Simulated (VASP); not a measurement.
# PbS (I4mm) in VASP: single point with PBE

Aim: the single point of PbS with PBE.

All numbers are computed with VASP 6.6.1; they aren't measurements. Logs are shortened: lines on timing, memory, paths and dates and some standing lists are left out, and cuts for length are marked.

## (1) The cell of the first run

The structure is tetragonal, space group I4mm (No. 107). The conventional cell has a = 4.243 Å, b = 4.243 Å, c = 6.000 Å, α = 90.00°, β = 90.00°, γ = 90.00°. Within 3.7 Å of Pb (site symmetry 4mm) lie 6 S at 2.82 to 3.18 Å. Within 3.7 Å of S (site symmetry 4mm) lie 6 Pb at 2.82 to 3.18 Å.

## (2) Single point, PBE

File INCAR:

```
ALGO = Normal
EDIFF = 1E-6
ENCUT = 500
GGA = PE
GGA_COMPAT = False
ISIF = 2
ISMEAR = -1
LASPH = True
LCHARG = False
LREAL = False
LWAVE = False
NBANDS = 17
NELM = 120
PREC = Accurate
SIGMA = 0.1
```

File KPOINTS:

```
k-points
0
Gamma
  4 4 4
```

File POSCAR:

```
PbS
1.0
    0.0000000000      3.0000000000      3.0000000000
    3.0000000000      0.0000000000      3.0000000000
    3.0000000000      3.0000000000      0.0000000000
Pb S
1 1
Direct
    0.0000000000      0.0000000000      0.0000000000
    0.4700000000      0.4700000000      0.5300000000
```

Potentials or basis: VASP PAW PBE potentials, release 64 (Pb_d, S).

Started as:

```console
$ cat potpaw_PBE.64/Pb_d/POTCAR potpaw_PBE.64/S/POTCAR > POTCAR
$ mpirun -np 1 vasp_std > vasp.out
```

OUTCAR:

```text
EDIFF = 1E-6
   ENCUT = 500
   GGA = PE
   ISIF = 2
   ISMEAR = -1
   LASPH = True
   LREAL = False
   NELM = 120
   PREC = Accurate

 ion  position               nearest neighbor table
   1  0.000  0.000  0.000-   2 2.82   2 3.01   2 3.01   2 3.01   2 3.01   2 3.18
   2  0.470  0.470  0.530-   1 2.82   1 3.01   1 3.01   1 3.01   1 3.01   1 3.18

  LATTYP: Found a face centered cubic cell.
 ALAT       =     6.0000000000

  Lattice vectors:

 A1 = (   0.0000000000,   3.0000000000,   3.0000000000)
 A2 = (   3.0000000000,   0.0000000000,   3.0000000000)
 A3 = (   3.0000000000,   3.0000000000,   0.0000000000)

Analysis of symmetry for initial positions (statically):
=====================================================================
 Subroutine PRICEL returns:
 Original cell was already a primitive cell.

 Routine SETGRP: Setting up the symmetry group for a
 face centered cubic supercell.

 Subroutine GETGRP returns: Found  8 space group operations
 (whereof  8 operations were pure point group operations)
 out of a pool of 48 trial point group operations.

The static configuration has the point symmetry C_4v.

Analysis of symmetry for dynamics (positions and initial velocities):
=====================================================================
 Subroutine PRICEL returns:
 Original cell was already a primitive cell.

 Routine SETGRP: Setting up the symmetry group for a
 face centered cubic supercell.

 Subroutine GETGRP returns: Found  8 space group operations
 (whereof  8 operations were pure point group operations)
 out of a pool of 48 trial point group operations.

The dynamic configuration has the point symmetry C_4v.

 Subroutine INISYM returns: Found  8 space group operations
 (whereof  8 operations are pure point group operations),
 and found     1 'primitive' translations

----------------------------------------------------------------------------------------

                                     Primitive cell

  volume of cell :      54.0000

  direct lattice vectors                    reciprocal lattice vectors
     0.000000000  3.000000000  3.000000000    -0.166666667  0.166666667  0.166666667
     3.000000000  0.000000000  3.000000000     0.166666667 -0.166666667  0.166666667
     3.000000000  3.000000000  0.000000000     0.166666667  0.166666667 -0.166666667

  length of vectors
[... 65 lines left out ...]
   LNONCOLLINEAR =      F non collinear calculations
   LSORBIT =      F    spin-orbit coupling
   LASPH  =      T    aspherical Exc in radial PAW
   ENCUT  =  500.0 eV  36.75 Ry    6.06 a.u.   7.74  7.74  7.74*2*pi/ulx,y,z
   NELM   =    120;   NELMIN=  2; NELMDL= -5     # of ELM steps
   EDIFF  = 0.1E-05   stopping-criterion for ELM
   LREAL  =      F    real-space projection
   EDIFFG = 0.1E-04   stopping-criterion for IOM
   NSW    =      0    number of steps for IOM
   IBRION =     -1    ionic relax: 0-MD 1-quasi-New 2-CG
   NFREE  =      0    steps in history (QN), initial steepest desc. (CG)
   ISIF   =      2    stress and relaxation
   ISYM   =      2    0-nonsym 1-usesym 2-fastsym
   POTIM  = 0.5000    time-step for ionic-motion
   TEBEG  =    0.0;   TEEND  =   0.0 temperature during run
   PSTRESS=    0.0 pullay stress
   NELECT =      20.0000    total number of electrons
   NUPDOWN=      -1.0000    fix difference up-down
   EMIN   =  10.00;   EMAX   =-10.00  energy-range for DOS
   EFERMI =   0.00;   METHOD = LEGACY
   ISMEAR =    -1;   SIGMA  =   0.10  broadening in eV -4-tet -1-fermi 0-gaus
   EFERMI_NEDOS =   21; number of points for ismear=-14 and -15
   IALGO  =     38    algorithm
   IMIX   =      4    mixing-type and parameters
     AMIX     =   0.40;   BMIX     =  1.00
     AMIX_MAG =   1.60;   BMIX_MAG =  1.00
  volume/ion in A,a.u.               =      27.00       182.20
  Fermi-wavevector in a.u.,A,eV,Ry     =   1.175674  2.221702 18.806100  1.382209
  Thomas-Fermi vector in A             =   2.312051
   LORBIT       =      0    0 simple, 1 ext, 2 COOP (PROOUT), +10 PAW based schemes
   GGA     = PE    functional components
   LHFCALC =     F    Hartree Fock is set to
   AEXX    =    0.0000 exact exchange contribution
   IVDW    =     0    specifies the selected vdW correction
   LEPSILON=     F    determine dielectric tensor
   LRPA    =     F    only Hartree local field effects (RPA)
 non-spin polarized calculation
  energy-cutoff  :      500.00
  volume of cell :       54.00
 maximum number of plane-waves:      1384
 NGX is ok and might be reduce to    32
   NGX = 15   NGY = 15   NGZ = 15

 number of electron      20.0000003 magnetization

 Free energy of the ion-electron system (eV)
  ---------------------------------------------------
  ext. energy  EPLUGINS =         0.00000000
  ---------------------------------------------------
  free energy    TOTEN  =        -8.76185647 eV

  energy without entropy =       -8.75873540  energy(sigma->0) =       -8.76029594

 E-fermi :   5.5872     XC(G=0):  -9.5205

 val. band max:        5.2280120550   @ k =   0.5000   0.0000   0.0000
 cond. band min:       5.9457448323   @ k =   0.5000   0.0000   0.0000
 fundamental gap:      0.7177327773
 Fermi energy:         5.5872190135

 k-point     1 :       0.0000    0.0000    0.0000
  band No.  band energies     occupation
      1     -11.3838      2.00000
      2     -11.3765      2.00000
      3     -11.3765      2.00000
      4     -11.3668      2.00000
      5     -11.3653      2.00000
      6      -7.9666      2.00000
[... 237 lines left out ...]
      4     -11.3614      2.00000
      5     -11.3307      2.00000
      6      -6.4110      2.00000
[... 9 lines left out ...]
     16      17.2286      0.00000
     17      17.6379      0.00000

------------------------ aborting loop because EDIFF is reached ----------------------------------------

  FORCE on cell =-STRESS in cart. coord.  units (eV):
  Direction    XX          YY          ZZ          XY          YZ          ZX
  --------------------------------------------------------------------------------------
  -------------------------------------------------------------------------------------
  Total        0.0232526      0.0232526      0.4636798      0.0000000     -0.0000000      0.0000000
  in kB        0.6899037      0.6899037     13.7573563      0.0000000     -0.0000000      0.0000000
  external PRESSURE =       5.0457212 kB  Pullay stress =       0.0000000 kB

 VOLUME and BASIS-vectors are now :
 -----------------------------------------------------------------------------
  energy-cutoff  :      500.00
  volume of cell :       54.00
      direct lattice vectors                 reciprocal lattice vectors
     0.000000000  3.000000000  3.000000000    -0.166666667  0.166666667  0.166666667
     3.000000000  0.000000000  3.000000000     0.166666667 -0.166666667  0.166666667
     3.000000000  3.000000000  0.000000000     0.166666667  0.166666667 -0.166666667

 POSITION                                       TOTAL-FORCE (eV/Angst)
 -----------------------------------------------------------------------------------
      0.00000      0.00000      0.00000         0.000000      0.000000     -0.018739
      3.00000      3.00000      2.82000         0.000000      0.000000      0.018739
 -----------------------------------------------------------------------------------
    total drift:                               -0.000000     -0.000000      0.000325

  FREE ENERGIE OF THE ION-ELECTRON SYSTEM (eV)
  ---------------------------------------------------
  free  energy   TOTEN  =        -8.7618564734 eV

  energy  without entropy=       -8.7587354042  energy(sigma->0) =       -8.76029594
```

OSZICAR:

```text
N       E                     dE             d eps       ncg     rms          rms(c)
DAV:   1     0.161063327876E+03    0.16106E+03   -0.94124E+03   442   0.119E+03
DAV:   2     0.291864462165E+01   -0.15814E+03   -0.15222E+03   475   0.306E+02
DAV:   3    -0.895464399686E+01   -0.11873E+02   -0.11678E+02   546   0.900E+01
DAV:   4    -0.924995655995E+01   -0.29531E+00   -0.29506E+00   554   0.160E+01
DAV:   5    -0.926210586096E+01   -0.12149E-01   -0.12149E-01   707   0.316E+00    0.446E+00
DAV:   6    -0.875716015838E+01    0.50495E+00   -0.15487E+00   704   0.814E+00    0.329E+00
DAV:   7    -0.875892609267E+01   -0.17659E-02   -0.13070E-01   579   0.178E+00    0.187E+00
DAV:   8    -0.876195198481E+01   -0.30259E-02   -0.15204E-02   518   0.126E+00    0.202E-01
DAV:   9    -0.876165187067E+01    0.30011E-03   -0.31083E-03   707   0.424E-01    0.998E-02
DAV:  10    -0.876183800077E+01   -0.18613E-03   -0.37011E-04   523   0.106E-01    0.386E-02
DAV:  11    -0.876185611229E+01   -0.18112E-04   -0.41499E-05   602   0.623E-02    0.172E-02
DAV:  12    -0.876185647344E+01   -0.36115E-06   -0.24533E-06   602   0.133E-02
   1 F= -.87618565E+01 E0= -.87602959E+01  d E =-.312107E-02
```

It took 14 s on 1 thread of Intel Xeon Platinum 8375C at 2.90GHz (Ice Lake), shared host; peak memory 0.17 GiB.

Results:

- Free energy: -8.7619 eV
- Pressure: 0.5 GPa
- Largest force: 0.019 eV/Å
- Band gap on the k mesh: 0.72 eV, direct

Forces on the atoms (eV/Å):
```
Pb   0.000  0.000 -0.019
S    0.000  0.000  0.019
```

Caveat: the k points lie up to 0.45 Å⁻¹ apart; spin-orbit coupling is left out, which moves the levels of the heavy elements.
